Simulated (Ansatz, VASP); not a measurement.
Two plane-wave programs on I

File INCAR:

```
SYSTEM = I
PREC = Accurate ; ENCUT = 520
EDIFF = 1E-6 ; ISMEAR = -1
SIGMA = 0.05 ; LREAL = .False.
LASPH = .True. ; NELM = 80
ALGO = Normal ; ISIF = 2
LWAVE = .False. ; LCHARG = .False.
NBANDS = 22
```

The input KPOINTS:

```
regular mesh
0
Gamma
  7 7 3
  0 0 0
```

File POSCAR:

```
I
1.0
    3.5859068830     -2.3626508969      0.0000000000
    3.5859068830      2.3626508969      0.0000000000
    0.0000000000      0.0000000000      9.6610799909
I
4
Direct
    0.6493000000      0.3507000000      0.3844000000
    0.1493000000      0.8507000000      0.1156000000
    0.3507000000      0.6493000000      0.6156000000
    0.8507000000      0.1493000000      0.8844000000
```

The input input.yaml:

```yaml
crystal:
  lattice:
    - [3.585906883, -2.3626508969, 0.0]
    - [3.585906883, 2.3626508969, 0.0]
    - [0.0, 0.0, 9.6610799909]
  atoms:
    - { symbol: I, position: [0.6493, 0.3507, 0.3844] }
    - { symbol: I, position: [0.1493, 0.8507, 0.1156] }
    - { symbol: I, position: [0.3507, 0.6493, 0.6156] }
    - { symbol: I, position: [0.8507, 0.1493, 0.8844] }
hamiltonian:
  xc: lda
  pseudopotentials: { kind: paw }
kpoints:
  mp_grid: { grid: [7, 7, 3] }
scf:
  occupations: { method: fermi_dirac, width: 0.05 }
output:
  forces: true
  stress: true
  eigenvalues: true
  write_density: true
  write_potential: true
  elf: true
  volumetric_format: npy
```

Alike in both runs: task single point; functional LDA; k mesh 7 × 7 × 3; occupations fermi-dirac, width 0.05 eV; no spin polarisation.

```csv
,VASP,Ansatz
version,VASP 6.6.1,Ansatz 0.2.0
potentials or method,"VASP PAW LDA potentials, release 64 (I)",Ansatz PAW
plane-wave cutoff (eV),520,420
valence electrons in the cell,28,68
```

|  | VASP | Ansatz | Ansatz less VASP |
| --- | --- | --- | --- |
| gap on the k mesh at the Fermi level (eV) | 1.32 | 1.31 | -0.006 |
| least direct gap on the mesh (eV) | 1.43 | 1.42 | -0.005 |
| pressure (GPa) | 0.2 | 0.2 | -0.01 |
| traceless stress, the component that is largest in VASP (GPa) | 1.43 | 1.41 | -0.021 |
| rms of the force components (eV/Å) | 0.637 | 0.636 | -0.0009 |

LDA's correlation is that of Perdew and Zunger in VASP and of Perdew and Wang (1992) in Ansatz. Atom by atom the forces differ by 0.001 eV/Å (rms over components). VASP's potentials hold 28 valence electrons a cell and Ansatz's 68, so a difference there can come from the potentials and not from the codes.

Spin-orbit coupling is off throughout. Noted on Ansatz's run: odd divisions of the mesh miss points on the zone boundary, where band edges often lie, so the gap on the mesh can be too wide.
